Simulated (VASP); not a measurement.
# SiB3W (P6/mmm) in VASP: single point with PBE

Aim: the single point of SiB3W with PBE.

Program: VASP 6.6.1. These are calculated values, not measurements. Logs are shortened: lines on timing, memory, paths and dates and some standing lists are left out, and cuts for length are marked.

## 1. The cell of the first run

Symmetry: P6/mmm, No. 191, hexagonal system. The conventional cell has a = 4.113 Å, b = 4.113 Å, c = 3.946 Å, α = 90.00°, β = 90.00°, γ = 120.00°. Si (site symmetry 6/mmm) has 2 W at 1.97 Å within 2.6 Å. B (site symmetry mmm) has 2 W at 2.06 Å and 4 B at 2.06 Å within 2.7 Å. Within 2.6 Å of W (site symmetry 6/mmm) lie 2 Si at 1.97 Å and 6 B at 2.06 Å.

## 2. Single point, PBE

INCAR reads:

```
SYSTEM = SiB3W
  ALGO = Normal
  EDIFF = 1E-6
  ENCUT = 520
  GGA = PE
  ISIF = 2
  ISMEAR = 0
  LASPH = .True.
  LCHARG = .False.
  LREAL = .False.
  LWAVE = .False.
  NBANDS = 22
  NELM = 80
  PREC = Accurate
  SIGMA = 0.1
```

KPOINTS reads:

```
k-points
0
Gamma
  6 6 4
  0 0 0
```

POSCAR reads:

```
SiB3W
1.0
    4.1130814300      0.0000000000      0.0000000000
   -2.0565407100      3.5620330100      0.0000000000
    0.0000000000      0.0000000000      3.9463047300
Si B W
1 3 1
Direct
    0.0000000000      0.0000000000      0.5000000000
    0.5000000000      0.0000000000      0.0000000000
    0.0000000000      0.5000000000      0.0000000000
    0.5000000000      0.5000000000      0.0000000000
    0.0000000000      0.0000000000      0.0000000000
```

Potentials or basis: VASP PAW PBE potentials, release 64 (Si, B, W_sv).

On the command line:

```sh
> cat potpaw_PBE.64/Si/POTCAR potpaw_PBE.64/B/POTCAR potpaw_PBE.64/W_sv/POTCAR > POTCAR
> mpirun -np 1 vasp_std > vasp.out
```

OUTCAR:

```text
SYSTEM = SiB3W
   EDIFF = 1E-6
   ENCUT = 520
   GGA = PE
   ISIF = 2
   ISMEAR = 0
   LASPH = .True.
   LREAL = .False.
   NELM = 80
   PREC = Accurate

 ion  position               nearest neighbor table
   1  0.000  0.000  0.500-   5 1.97   5 1.97
   2  0.500  0.000  0.000-   5 2.06   5 2.06   4 2.06   4 2.06   3 2.06   3 2.06
   3  0.000  0.500  0.000-   4 2.06   4 2.06   5 2.06   5 2.06   2 2.06   2 2.06
   4  0.500  0.500  0.000-   3 2.06   3 2.06   2 2.06   2 2.06   5 2.06   5 2.06
   5  0.000  0.000  0.000-   1 1.97   1 1.97   2 2.06   2 2.06   3 2.06   3 2.06   4 2.06   4 2.06

  LATTYP: Found a hexagonal cell.
 ALAT       =     4.1130814300
 C/A-ratio  =     0.9594521278

  Lattice vectors:

 A1 = (   4.1130814300,   0.0000000000,   0.0000000000)
 A2 = (  -2.0565407100,   3.5620330100,   0.0000000000)
 A3 = (   0.0000000000,   0.0000000000,   3.9463047300)

Analysis of symmetry for initial positions (statically):
=====================================================================
 Subroutine PRICEL returns:
 Original cell was already a primitive cell.

 Routine SETGRP: Setting up the symmetry group for a
 hexagonal supercell.

 Subroutine GETGRP returns: Found 24 space group operations
 (whereof 24 operations were pure point group operations)
 out of a pool of 24 trial point group operations.

The static configuration has the point symmetry D_6h.

Analysis of symmetry for dynamics (positions and initial velocities):
=====================================================================
 Subroutine PRICEL returns:
 Original cell was already a primitive cell.

 Routine SETGRP: Setting up the symmetry group for a
 hexagonal supercell.

 Subroutine GETGRP returns: Found 24 space group operations
 (whereof 24 operations were pure point group operations)
 out of a pool of 24 trial point group operations.

The dynamic configuration has the point symmetry D_6h.

 Subroutine INISYM returns: Found 24 space group operations
 (whereof 24 operations are pure point group operations),
 and found     1 'primitive' translations

----------------------------------------------------------------------------------------

                                     Primitive cell

  volume of cell :      57.8170

  direct lattice vectors                    reciprocal lattice vectors
     4.113081430  0.000000000  0.000000000     0.243126721  0.140369277  0.000000000
    -2.056540710  3.562033010  0.000000000     0.000000000  0.280738555  0.000000000
[... 90 lines left out ...]
   NSW    =      0    number of steps for IOM
   IBRION =     -1    ionic relax: 0-MD 1-quasi-New 2-CG
   NFREE  =      0    steps in history (QN), initial steepest desc. (CG)
   ISIF   =      2    stress and relaxation
   ISYM   =      2    0-nonsym 1-usesym 2-fastsym
   POTIM  = 0.5000    time-step for ionic-motion
   TEBEG  =    0.0;   TEEND  =   0.0 temperature during run
   PSTRESS=    0.0 pullay stress
   NELECT =      27.0000    total number of electrons
   NUPDOWN=      -1.0000    fix difference up-down
   EMIN   =  10.00;   EMAX   =-10.00  energy-range for DOS
   EFERMI =   0.00;   METHOD = LEGACY
   ISMEAR =     0;   SIGMA  =   0.10  broadening in eV -4-tet -1-fermi 0-gaus
   EFERMI_NEDOS =   21; number of points for ismear=-14 and -15
   IALGO  =     38    algorithm
   IMIX   =      4    mixing-type and parameters
     AMIX     =   0.40;   BMIX     =  1.00
     AMIX_MAG =   1.60;   BMIX_MAG =  1.00
  volume/ion in A,a.u.               =      11.56        78.03
  Fermi-wavevector in a.u.,A,eV,Ry     =   1.270118  2.400175 21.948921  1.613200
  Thomas-Fermi vector in A             =   2.403123
   LORBIT       =      0    0 simple, 1 ext, 2 COOP (PROOUT), +10 PAW based schemes
   GGA     = PE    functional components
   LHFCALC =     F    Hartree Fock is set to
   AEXX    =    0.0000 exact exchange contribution
   IVDW    =     0    specifies the selected vdW correction
   LEPSILON=     F    determine dielectric tensor
   LRPA    =     F    only Hartree local field effects (RPA)
 non-spin polarized calculation
 Gauss-broadening in eV      SIGMA  =   0.10
  energy-cutoff  :      520.00
  volume of cell :       57.82
 maximum number of plane-waves:      1575
 NGX is ok and might be reduce to    32
   NGX = 15   NGY = 15   NGZ = 15

 number of electron      27.0000002 magnetization

 Free energy of the ion-electron system (eV)
  ---------------------------------------------------
  ext. energy  EPLUGINS =         0.00000000
  ---------------------------------------------------
  free energy    TOTEN  =       -30.05232198 eV

  energy without entropy =      -30.04204303  energy(sigma->0) =      -30.04718250

 E-fermi :   7.6849     XC(G=0): -11.1963

 val. band max:        7.6077771393   @ k =   0.3333   0.0000   0.2500
 cond. band min:       7.6971694484   @ k =   0.5000   0.0000   0.5000
 fundamental gap:      0.0893923091
 Fermi energy:         7.6848895099

 k-point     1 :       0.0000    0.0000    0.0000
  band No.  band energies     occupation
      1     -64.9220      2.00000
      2     -30.3580      2.00000
      3     -29.5710      2.00000
      4     -29.5710      2.00000
      5      -5.4865      2.00000
      6      -1.1360      2.00000
[... 514 lines left out ...]
     21      13.7056      0.00000
     22      15.2107      0.00000

------------------------ aborting loop because EDIFF is reached ----------------------------------------

  FORCE on cell =-STRESS in cart. coord.  units (eV):
  Direction    XX          YY          ZZ          XY          YZ          ZX
  --------------------------------------------------------------------------------------
  -------------------------------------------------------------------------------------
  Total       12.2023436     12.2023436     45.5745458      0.0000000      0.0000000      0.0000000
  in kB      338.1411035    338.1411042   1262.9235623      0.0000005      0.0000000      0.0000000
  external PRESSURE =     646.4019234 kB  Pullay stress =       0.0000000 kB

 VOLUME and BASIS-vectors are now :
 -----------------------------------------------------------------------------
  energy-cutoff  :      520.00
  volume of cell :       57.82
      direct lattice vectors                 reciprocal lattice vectors
     4.113081430  0.000000000  0.000000000     0.243126721  0.140369277  0.000000000
    -2.056540710  3.562033010  0.000000000     0.000000000  0.280738555  0.000000000
     0.000000000  0.000000000  3.946304730     0.000000000  0.000000000  0.253401617

 POSITION                                       TOTAL-FORCE (eV/Angst)
 -----------------------------------------------------------------------------------
      0.00000      0.00000      1.97315         0.000000      0.000000      0.000000
      2.05654      0.00000      0.00000        -0.000000      0.000000      0.000000
     -1.02827      1.78102      0.00000        -0.000000      0.000000      0.000000
      1.02827      1.78102      0.00000         0.000000      0.000000      0.000000
      0.00000      0.00000      0.00000         0.000000      0.000000      0.000000
 -----------------------------------------------------------------------------------
    total drift:                                0.000000      0.000000     -0.000000

  FREE ENERGIE OF THE ION-ELECTRON SYSTEM (eV)
  ---------------------------------------------------
  free  energy   TOTEN  =       -30.0523219750 eV

  energy  without entropy=      -30.0420430266  energy(sigma->0) =      -30.04718250
```

OSZICAR:

```text
N       E                     dE             d eps       ncg     rms          rms(c)
DAV:   1     0.180336910190E+03    0.18034E+03   -0.12715E+04   924   0.118E+03
DAV:   2    -0.241958087646E+02   -0.20453E+03   -0.19651E+03  1056   0.326E+02
DAV:   3    -0.320330879818E+02   -0.78373E+01   -0.77518E+01  1204   0.605E+01
DAV:   4    -0.321227878489E+02   -0.89700E-01   -0.89667E-01  1090   0.704E+00
DAV:   5    -0.321242295916E+02   -0.14417E-02   -0.14417E-02  1152   0.878E-01    0.465E+01
DAV:   6    -0.304601540878E+02    0.16641E+01   -0.18798E+00  1068   0.593E+00    0.290E+01
DAV:   7    -0.301066033727E+02    0.35355E+00   -0.13806E+00  1114   0.639E+00    0.221E+00
DAV:   8    -0.300544076630E+02    0.52196E-01   -0.31767E-01  1032   0.267E+00    0.122E+00
DAV:   9    -0.300513465365E+02    0.30611E-02   -0.17086E-02  1074   0.718E-01    0.220E-01
DAV:  10    -0.300522283120E+02   -0.88178E-03   -0.21755E-03  1072   0.263E-01    0.110E-01
DAV:  11    -0.300523072396E+02   -0.78928E-04   -0.19548E-04  1078   0.878E-02    0.392E-02
DAV:  12    -0.300523165233E+02   -0.92836E-05   -0.50911E-05  1176   0.378E-02    0.156E-02
DAV:  13    -0.300523216985E+02   -0.51753E-05   -0.17171E-05  1020   0.199E-02    0.446E-03
DAV:  14    -0.300523219750E+02   -0.27651E-06   -0.27556E-06   962   0.789E-03
   1 F= -.30052322E+02 E0= -.30047183E+02  d E =-.102789E-01
```

It took 13 s on 1 thread of Intel Xeon Platinum 8488C (Sapphire Rapids), shared host; peak memory 0.19 GiB.

Results:

| Item | Value |
| --- | --- |
| Free energy | -30.0523 eV |
| Pressure | 64.6 GPa |

Levels at points of the mesh, in eV from the Fermi level:
```csv
k point,band 11,band 12,band 13,band 14,band 15,band 16,band 17,band 18
"(0.00, 0.00, 0.00)",-2.55,-2.55,-1.90,-1.90,2.81,2.81,3.14,3.48
"(0.50, 0.00, 0.00)",-4.09,-2.68,-0.66,-0.46,2.41,2.60,4.56,4.58
"(0.00, 0.00, 0.50)",-3.83,-3.83,-1.59,-1.59,0.08,1.68,1.68,7.39
"(0.50, 0.00, 0.50)",-4.68,-3.99,-3.13,0.01,2.72,3.68,4.37,5.12
```

Caveat: the k points lie up to 0.40 Å⁻¹ apart; spin-orbit coupling is left out, which moves the levels of the heavy elements.
